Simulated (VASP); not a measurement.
# NaI (I4mm) in VASP: a series of runs

The runs below take NaI through single point, with PBE.

Program: VASP 6.6.1. These are calculated values, not measurements. Logs are shortened: lines on timing, memory, paths and dates and some standing lists are left out, and cuts for length are marked.

### 1 The cell of the first run

Symmetry: I4mm, No. 107, tetragonal system. Conventional cell: a = 4.577 Å, b = 4.577 Å, c = 6.473 Å, α = 90.00°, β = 90.00°, γ = 90.00°. Within 4.1 Å of Na (site symmetry 4mm) lie 6 I at 3.14 to 3.34 Å. Within 4.1 Å of I (site symmetry 4mm) lie 6 Na at 3.14 to 3.34 Å.

### 2 Single point, PBE (all I atoms moved -0.100 Å, as atom 2 along Cartesian [0 0 1])

Input file INCAR:

```
SYSTEM = NaI
ALGO = Normal ; EDIFF = 1E-6
ENCUT = 520 ; GGA = PE
ISIF = 2 ; ISMEAR = 0
LASPH = .TRUE. ; LCHARG = .FALSE.
LREAL = .FALSE. ; LWAVE = .FALSE.
NBANDS = 14 ; NELM = 60
PREC = Accurate ; SIGMA = 0.05
```

Input file KPOINTS:

```
k-points
0
G
  6 6 6
  0 0 0
```

Input file POSCAR:

```
NaI
1.0
    0.0000000000      3.2364000000      3.2364000000
    3.2364000000      0.0000000000      3.2364000000
    3.2364000000      3.2364000000      0.0000000000
Na I
1 1
Direct
    0.0000000000      0.0000000000      0.0000000000
    0.4845507354      0.4845507354      0.5154492646
```

Potentials or basis: VASP PAW PBE potentials, release 64 (Na_pv, I).

Command:

```bash
> cat potpaw_PBE.64/Na_pv/POTCAR potpaw_PBE.64/I/POTCAR > POTCAR
> mpirun -np 1 vasp_std > vasp.out
```

OUTCAR:

```text
SYSTEM = NaI
   EDIFF = 1E-6
   ENCUT = 520
   GGA = PE
   ISIF = 2
   ISMEAR = 0
   LASPH = .TRUE.
   LREAL = .FALSE.
   NELM = 60
   PREC = Accurate

 ion  position               nearest neighbor table
   1  0.000  0.000  0.000-   2 3.14
   2  0.485  0.485  0.515-   1 3.14

  LATTYP: Found a face centered cubic cell.
 ALAT       =     6.4728000000

  Lattice vectors:

 A1 = (   0.0000000000,   3.2364000000,   3.2364000000)
 A2 = (   3.2364000000,   0.0000000000,   3.2364000000)
 A3 = (   3.2364000000,   3.2364000000,   0.0000000000)

Analysis of symmetry for initial positions (statically):
=====================================================================
 Subroutine PRICEL returns:
 Original cell was already a primitive cell.

 Routine SETGRP: Setting up the symmetry group for a
 face centered cubic supercell.

 Subroutine GETGRP returns: Found  8 space group operations
 (whereof  8 operations were pure point group operations)
 out of a pool of 48 trial point group operations.

The static configuration has the point symmetry C_4v.

Analysis of symmetry for dynamics (positions and initial velocities):
=====================================================================
 Subroutine PRICEL returns:
 Original cell was already a primitive cell.

 Routine SETGRP: Setting up the symmetry group for a
 face centered cubic supercell.

 Subroutine GETGRP returns: Found  8 space group operations
 (whereof  8 operations were pure point group operations)
 out of a pool of 48 trial point group operations.

The dynamic configuration has the point symmetry C_4v.

 Subroutine INISYM returns: Found  8 space group operations
 (whereof  8 operations are pure point group operations),
 and found     1 'primitive' translations

----------------------------------------------------------------------------------------

                                     Primitive cell

  volume of cell :      67.7980

  direct lattice vectors                    reciprocal lattice vectors
     0.000000000  3.236400000  3.236400000    -0.154492646  0.154492646  0.154492646
     3.236400000  0.000000000  3.236400000     0.154492646 -0.154492646  0.154492646
     3.236400000  3.236400000  0.000000000     0.154492646  0.154492646 -0.154492646

  length of vectors
     4.576960773  4.576960773  4.576960773     0.267589113  0.267589113  0.267589113

  position of ions in fractional coordinates (direct lattice)
     0.000000000  0.000000000  0.000000000
     0.484550735  0.484550735  0.515449265

  ion indices of the primitive-cell ions
   primitive index   ion index
                 1           1
                 2           2

----------------------------------------------------------------------------------------

 KPOINTS: k-points

Automatic generation of k-mesh.
 Grid dimensions read from file:
 generate k-points for:    6    6    6

 Generating k-lattice:

  Cartesian coordinates                     Fractional coordinates (reciprocal lattice)
    -0.025748774  0.025748774  0.025748774     0.166666667  0.000000000  0.000000000
     0.025748774 -0.025748774  0.025748774     0.000000000  0.166666667  0.000000000
     0.025748774  0.025748774 -0.025748774     0.000000000  0.000000000  0.166666667

  Length of vectors
     0.044598185  0.044598185  0.044598185

  Shift w.r.t. Gamma in fractional coordinates (k-lattice)
     0.000000000  0.000000000  0.000000000

 Subroutine IBZKPT returns following result:
 ===========================================

 Found     30 irreducible k-points:

 Following reciprocal coordinates:
            Coordinates               Weight
  0.000000  0.000000  0.000000      1.000000
  0.166667  0.000000  0.000000      8.000000
  0.333333  0.000000  0.000000      8.000000
  0.500000  0.000000  0.000000      4.000000
  0.166667  0.166667  0.000000      2.000000
  0.000000  0.166667  0.166667      4.000000
[... 16 lines left out ...]
  0.500000  0.333333  0.166667      8.000000
  0.166667  0.500000  0.333333      8.000000
 [... further k-points ...]
   k-points           NKPTS =     30   k-points in BZ     NKDIM =     30   number of bands    NBANDS=     14
   number of dos      NEDOS =    301   number of ions     NIONS =      2
   total plane-waves  NPLWV =  46656
   dimension x,y,z NGX =    36 NGY =   36 NGZ =   36
   dimension x,y,z NGXF=    72 NGYF=   72 NGZF=   72
   ions per type =               1   1
   NGX,Y,Z   is equivalent  to a cutoff of  13.08, 13.08, 13.08 a.u.
   NGXF,Y,Z  is equivalent  to a cutoff of  26.15, 26.15, 26.15 a.u.
 SYSTEM =  NaI
   PREC   = accura    normal or accurate (medium, high low for compatibility)
   ISTART =      0    job   : 0-new  1-cont  2-samecut
   ICHARG =      2    charge: 1-file 2-atom 10-const
   ISPIN  =      1    spin polarized calculation?
   LNONCOLLINEAR =      F non collinear calculations
   LSORBIT =      F    spin-orbit coupling
   LASPH  =      T    aspherical Exc in radial PAW
   ENCUT  =  520.0 eV  38.22 Ry    6.18 a.u.   8.51  8.51  8.51*2*pi/ulx,y,z
   NELM   =     60;   NELMIN=  2; NELMDL= -5     # of ELM steps
   EDIFF  = 0.1E-05   stopping-criterion for ELM
   LREAL  =      F    real-space projection
   EDIFFG = 0.1E-04   stopping-criterion for IOM
   NSW    =      0    number of steps for IOM
   IBRION =     -1    ionic relax: 0-MD 1-quasi-New 2-CG
   NFREE  =      0    steps in history (QN), initial steepest desc. (CG)
   ISIF   =      2    stress and relaxation
   ISYM   =      2    0-nonsym 1-usesym 2-fastsym
   POTIM  = 0.5000    time-step for ionic-motion
   TEBEG  =    0.0;   TEEND  =   0.0 temperature during run
   PSTRESS=    0.0 pullay stress
   NELECT =      14.0000    total number of electrons
   NUPDOWN=      -1.0000    fix difference up-down
   EMIN   =  10.00;   EMAX   =-10.00  energy-range for DOS
   EFERMI =   0.00;   METHOD = LEGACY
   ISMEAR =     0;   SIGMA  =   0.05  broadening in eV -4-tet -1-fermi 0-gaus
   EFERMI_NEDOS =   21; number of points for ismear=-14 and -15
   IALGO  =     38    algorithm
   IMIX   =      4    mixing-type and parameters
     AMIX     =   0.40;   BMIX     =  1.00
     AMIX_MAG =   1.60;   BMIX_MAG =  1.00
  volume/ion in A,a.u.               =      33.90       228.76
  Fermi-wavevector in a.u.,A,eV,Ry     =   0.967636  1.828567 12.739397  0.936319
  Thomas-Fermi vector in A             =   2.097538
   LORBIT       =      0    0 simple, 1 ext, 2 COOP (PROOUT), +10 PAW based schemes
   GGA     = PE    functional components
   LHFCALC =     F    Hartree Fock is set to
   AEXX    =    0.0000 exact exchange contribution
   IVDW    =     0    specifies the selected vdW correction
   LEPSILON=     F    determine dielectric tensor
   LRPA    =     F    only Hartree local field effects (RPA)
 non-spin polarized calculation
 Gauss-broadening in eV      SIGMA  =   0.05
  energy-cutoff  :      520.00
  volume of cell :       67.80
 maximum number of plane-waves:      1853
 NGX is ok and might be reduce to    36
   NGX = 17   NGY = 17   NGZ = 17

 number of electron      13.9999993 magnetization

 Free energy of the ion-electron system (eV)
  ---------------------------------------------------
  ext. energy  EPLUGINS =         0.00000000
  ---------------------------------------------------
  free energy    TOTEN  =        -5.38036426 eV

  energy without entropy =       -5.38036426  energy(sigma->0) =       -5.38036426

 E-fermi :   1.1247     XC(G=0):  -7.7034

 val. band max:        0.8059428008   @ k =   0.0000   0.0000   0.0000
 cond. band min:       4.4482469949   @ k =   0.0000   0.0000   0.0000
 fundamental gap:      3.6423041941
 Fermi energy:         1.1246882007

 k-point     1 :       0.0000    0.0000    0.0000
  band No.  band energies     occupation
      1     -21.6306      2.00000
      2     -21.6303      2.00000
      3     -21.6303      2.00000
      4     -10.2121      2.00000
      5       0.8021      2.00000
      6       0.8059      2.00000
      7       0.8059      2.00000
      8       4.4482      0.00000
      9       8.7356      0.00000
     10       8.7356      0.00000
     11       8.7398      0.00000
     12      10.5561      0.00000
     13      10.5657      0.00000
     14      11.2362      0.00000

 k-point     2 :       0.1667    0.0000    0.0000
  band No.  band energies     occupation
      1     -21.6317      2.00000
      2     -21.6306      2.00000
      3     -21.6304      2.00000
      4     -10.1382      2.00000
      5       0.0724      2.00000
      6       0.7285      2.00000
      7       0.7310      2.00000
      8       5.2589      0.00000
      9       8.2522      0.00000
     10       8.9248      0.00000
     11       8.9286      0.00000
     12      10.0470      0.00000
     13      10.0567      0.00000
     14      11.6141      0.00000

 k-point     3 :       0.3333    0.0000    0.0000
  band No.  band energies     occupation
      1     -21.6344      2.00000
      2     -21.6307      2.00000
      3     -21.6305      2.00000
      4      -9.9817      2.00000
      5      -0.9554      2.00000
      6       0.5886      2.00000
      7       0.5909      2.00000
      8       5.9094      0.00000
      9       8.5069      0.00000
     10       8.5071      0.00000
     11       8.8030      0.00000
     12      10.9410      0.00000
     13      11.0848      0.00000
     14      11.0990      0.00000
[... 324 lines left out ...]
 k-point    23 :       0.5000    0.3333    0.1667
  band No.  band energies     occupation
      1     -21.6341      2.00000
      2     -21.6320      2.00000
      3     -21.6312      2.00000
      4      -9.8872      2.00000
      5      -0.8751      2.00000
      6      -0.1067      2.00000
      7       0.2981      2.00000
      8       6.7218      0.00000
      9       7.5460      0.00000
     10       7.8061      0.00000
     11       9.8222      0.00000
     12      10.9201      0.00000
     13      12.9692      0.00000
     14      13.7021      0.00000

 k-point    24 :       0.1667    0.5000    0.3333
  band No.  band energies     occupation
      1     -21.6340      2.00000
      2     -21.6320      2.00000
      3     -21.6314      2.00000
      4      -9.8873      2.00000
      5      -0.8740      2.00000
      6      -0.1068      2.00000
      7       0.2966      2.00000
      8       6.7209      0.00000
      9       7.5446      0.00000
     10       7.8064      0.00000
     11       9.8273      0.00000
     12      10.9213      0.00000
     13      12.9663      0.00000
     14      13.7059      0.00000

 [... further k-points ...]
[... 5 lines left out ...]
  --------------------------------------------------------------------------------------
  -------------------------------------------------------------------------------------
  Total        0.1832895      0.1832895      0.2639828      0.0000000      0.0000000      0.0000000
  in kB        4.3314318      4.3314318      6.2383495      0.0000000      0.0000000      0.0000000
  external PRESSURE =       4.9670711 kB  Pullay stress =       0.0000000 kB

 VOLUME and BASIS-vectors are now :
 -----------------------------------------------------------------------------
  energy-cutoff  :      520.00
  volume of cell :       67.80
      direct lattice vectors                 reciprocal lattice vectors
     0.000000000  3.236400000  3.236400000    -0.154492646  0.154492646  0.154492646
     3.236400000  0.000000000  3.236400000     0.154492646 -0.154492646  0.154492646
     3.236400000  3.236400000  0.000000000     0.154492646  0.154492646 -0.154492646

 POSITION                                       TOTAL-FORCE (eV/Angst)
 -----------------------------------------------------------------------------------
      0.00000      0.00000      0.00000         0.000000      0.000000     -0.093033
      3.23640      3.23640      3.13640         0.000000      0.000000      0.093033
 -----------------------------------------------------------------------------------
    total drift:                               -0.000000     -0.000000      0.000155

  FREE ENERGIE OF THE ION-ELECTRON SYSTEM (eV)
  ---------------------------------------------------
  free  energy   TOTEN  =        -5.3803642595 eV

  energy  without entropy=       -5.3803642595  energy(sigma->0) =       -5.38036426
```

Wall time 30 s (1 thread of Intel Xeon 8259CL, shared host); peak memory 0.21 GiB.

What came out:

```
Free energy            : -5.3804 eV
Pressure               : 0.5 GPa
Largest force          : 0.093 eV/Å
Band gap on the k mesh : 3.64 eV
```

Forces in eV/Å, atoms in the order of the input:
```
Na   0.000  0.000 -0.093
I    0.000  0.000  0.093
```

Levels at points of the mesh, in eV from the valence-band top:
```
           k point  band 3  band 4  band 5  band 6  band 7  band 8  band 9  band 10  band 11  band 12
(0.00, 0.00, 0.00)  -22.44  -11.02    0.00    0.00    0.00    3.64    7.93     7.93     7.93     9.75
(0.50, 0.00, 0.00)  -22.44  -10.70   -2.18   -0.28   -0.28    5.09    7.45     7.45     8.73    10.31
(0.50, 0.50, 0.00)  -22.44  -10.63   -1.90   -0.74   -0.74    4.50    5.56     9.87    11.31    11.31
(0.00, 0.50, 0.50)  -22.44  -10.63   -1.90   -0.75   -0.74    4.50    5.55     9.87    11.30    11.31
```

Caveat: the cell differs from its parent crystal (all I atoms moved -0.100 Å, as atom 2 along Cartesian [0 0 1]); spin-orbit coupling is left out, which moves the levels of the heavy elements.

### 3 Single point, PBE (all I atoms moved +0.050 Å, as atom 2 along Cartesian [0 0 1])

Input file INCAR:

```
SYSTEM = NaI
PREC = Accurate ; ENCUT = 520
EDIFF = 1E-6 ; ISMEAR = 0
SIGMA = 0.05 ; LREAL = .False.
LASPH = .True. ; NELM = 80
ALGO = Normal ; ISIF = 2
LWAVE = .False. ; LCHARG = .True.
GGA = PE ; LELF = .True.
LVHAR = .True. ; NBANDS = 14
```

Input file KPOINTS:

```
regular mesh
0
Gamma
  6 6 6
  0 0 0
```

POSCAR, as its differences from that of step 2:

```diff
@@ -9,2 +9,2 @@
     0.0000000000      0.0000000000      0.0000000000
-    0.4845507354      0.4845507354      0.5154492646
+    0.5077246323      0.5077246323      0.4922753677
```

Potentials or basis: VASP PAW PBE potentials, release 64 (Na_pv, I).

Command:

```bash
> cat potpaw_PBE.64/Na_pv/POTCAR potpaw_PBE.64/I/POTCAR > POTCAR
> mpirun -np 1 vasp_std > vasp.out
```

Wall time 33 s (1 thread of Intel Xeon 8259CL, shared host); peak memory 0.21 GiB.

It converged, with:

| Property | Result |
| --- | --- |
| Free energy | -5.3838 eV |
| Pressure | 0.5 GPa |
| Largest force | 0.045 eV/Å |
| Band gap on the k mesh | 3.64 eV |

Forces in eV/Å, atoms in the order of the input:
```
Na   0.000  0.000  0.045
I    0.000  0.000 -0.045
```

Levels at points of the mesh, in eV from the valence-band top:
```tsv
k point	band 3	band 4	band 5	band 6	band 7	band 8	band 9	band 10	band 11	band 12
(0.00, 0.00, 0.00)	-22.44	-11.02	0.00	0.00	0.00	3.64	7.93	7.93	7.93	9.75
(0.50, 0.00, 0.00)	-22.44	-10.70	-2.18	-0.28	-0.28	5.09	7.44	7.45	8.73	10.31
(0.50, 0.50, 0.00)	-22.44	-10.63	-1.90	-0.74	-0.74	4.49	5.56	9.87	11.30	11.30
(0.00, 0.50, 0.50)	-22.44	-10.63	-1.90	-0.74	-0.74	4.49	5.55	9.87	11.30	11.30
```

Caveat: the cell differs from its parent crystal (all I atoms moved +0.050 Å, as atom 2 along Cartesian [0 0 1]); spin-orbit coupling is left out, which moves the levels of the heavy elements.

### 4 Single point, PBE (all I atoms moved +0.075 Å, as atom 2 along Cartesian [0 0 1])

Input file INCAR:

```
SYSTEM = NaI
ALGO     = Normal         ! electronic algorithm
EDIFF    = 1E-6           ! SCF threshold, eV
ENCUT    = 520            ! plane-wave cutoff, eV
GGA      = PE             ! functional
ISIF     = 2              ! what is computed and relaxed
ISMEAR   = 0              ! smearing method
LASPH    = .True.         ! aspherical terms in the spheres
LCHARG   = .False.        ! write CHGCAR
LREAL    = .False.        ! projectors in reciprocal space
LWAVE    = .False.        ! write WAVECAR
NBANDS   = 14             ! bands
NELM     = 80             ! most SCF steps
PREC     = Accurate       ! precision mode
SIGMA    = 0.05           ! smearing width, eV
```

Input file KPOINTS:

```
k-points
0
Gamma
  6 6 6
  0 0 0
```

POSCAR, as its differences from that of step 3:

```diff
@@ -9,2 +9,2 @@
     0.0000000000      0.0000000000      0.0000000000
-    0.5077246323      0.5077246323      0.4922753677
+    0.5115869485      0.5115869485      0.4884130515
```

Command:

```bash
> cat potpaw_PBE.64/Na_pv/POTCAR potpaw_PBE.64/I/POTCAR > POTCAR
> mpirun -np 1 vasp_std > vasp.out
```

Wall time 33 s (1 thread of Intel Xeon 8259CL, shared host); peak memory 0.21 GiB.

Results (log left out):

- Free energy: -5.3824 eV
- Pressure: 0.5 GPa
- Largest force: 0.069 eV/Å
- Band gap on the k mesh: 3.64 eV

Forces in eV/Å, atoms in the order of the input:
```
Na   0.000  0.000  0.069
I    0.000  0.000 -0.069
```

Stress tensor (GPa, compression positive):
```
0.44 0.00 0.00
0.00 0.44 0.00
0.00 0.00 0.54
```

Levels at points of the mesh, in eV from the valence-band top:
| k point | band 5 | band 6 | band 7 | band 8 | band 9 | band 10 |
| --- | --- | --- | --- | --- | --- | --- |
| (0.00, 0.00, 0.00) | 0.00 | 0.00 | 0.00 | 3.64 | 7.93 | 7.93 |
| (0.50, 0.00, 0.00) | -2.18 | -0.28 | -0.28 | 5.09 | 7.44 | 7.45 |
| (0.50, 0.50, 0.00) | -1.90 | -0.74 | -0.74 | 4.50 | 5.56 | 9.87 |
| (0.00, 0.50, 0.50) | -1.90 | -0.74 | -0.74 | 4.50 | 5.55 | 9.87 |

Caveat: the cell differs from its parent crystal (all I atoms moved +0.075 Å, as atom 2 along Cartesian [0 0 1]); spin-orbit coupling is left out, which moves the levels of the heavy elements.

### 5 Single point, PBE (all I atoms moved +0.025 Å, as atom 2 along Cartesian [0 0 1])

Input file INCAR:

```
SYSTEM = NaI
PREC = Accurate ; ENCUT = 520
EDIFF = 1E-7 ; ISMEAR = 0
SIGMA = 0.05 ; LREAL = .False.
LASPH = .True. ; NELM = 60
ALGO = Normal ; ISIF = 2
LWAVE = .False. ; LCHARG = .False.
GGA = PE ; NBANDS = 14
```

Input file KPOINTS:

```
regular mesh
0
Gamma
  6 6 6
  0 0 0
```

POSCAR, as its differences from that of step 4:

```diff
@@ -9,2 +9,2 @@
     0.0000000000      0.0000000000      0.0000000000
-    0.5115869485      0.5115869485      0.4884130515
+    0.5038623162      0.5038623162      0.4961376838
```

Command:

```bash
> cat potpaw_PBE.64/Na_pv/POTCAR potpaw_PBE.64/I/POTCAR > POTCAR
> mpirun -np 1 vasp_std > vasp.out
```

It took 40 s on 1 thread of Intel Xeon 8259CL, shared host; peak memory 0.21 GiB.

It converged, with:

```yaml
Free_energy: -5.3846 eV
Pressure: 0.4 GPa
Largest_force: 0.022 eV/Å
Band_gap_on_the_k_mesh: 3.64 eV
```

Forces on the atoms (eV/Å):
```
Na   0.000  0.000  0.022
I    0.000  0.000 -0.022
```

Levels at points of the mesh, in eV from the valence-band top:
```
           k point  band 3  band 4  band 5  band 6  band 7  band 8  band 9  band 10  band 11  band 12
(0.00, 0.00, 0.00)  -22.44  -11.02    0.00    0.00    0.00    3.64    7.93     7.93     7.93     9.75
(0.50, 0.00, 0.00)  -22.44  -10.70   -2.18   -0.28   -0.28    5.09    7.44     7.44     8.73    10.31
(0.50, 0.50, 0.00)  -22.44  -10.63   -1.90   -0.74   -0.74    4.49    5.55     9.87    11.30    11.30
(0.00, 0.50, 0.50)  -22.44  -10.63   -1.90   -0.74   -0.74    4.49    5.55     9.87    11.30    11.30
```

Caveat: the cell differs from its parent crystal (all I atoms moved +0.025 Å, as atom 2 along Cartesian [0 0 1]); spin-orbit coupling is left out, which moves the levels of the heavy elements.

### 6 Summary

```tsv
cell	gap on the mesh (eV)	pressure (GPa)	largest force (eV/Å)
as given, atomic positions A	3.64	0.5	0.09
as given, atomic positions B	3.64	0.5	0.05
as given, atomic positions C	3.64	0.5	0.07
as given, atomic positions D	3.64	0.4	0.02
```

Alike in all rows: task single point; level PBE; potentials or basis VASP PAW PBE potentials, release 64 (Na_pv, I); no spin polarisation; k mesh 6 × 6 × 6; cutoff (eV) 520; smearing gaussian 0.05 eV.

Caveats: spin-orbit coupling is left out, which moves the levels of the heavy elements.

Absolute energies hang on the potentials; compare differences alone.
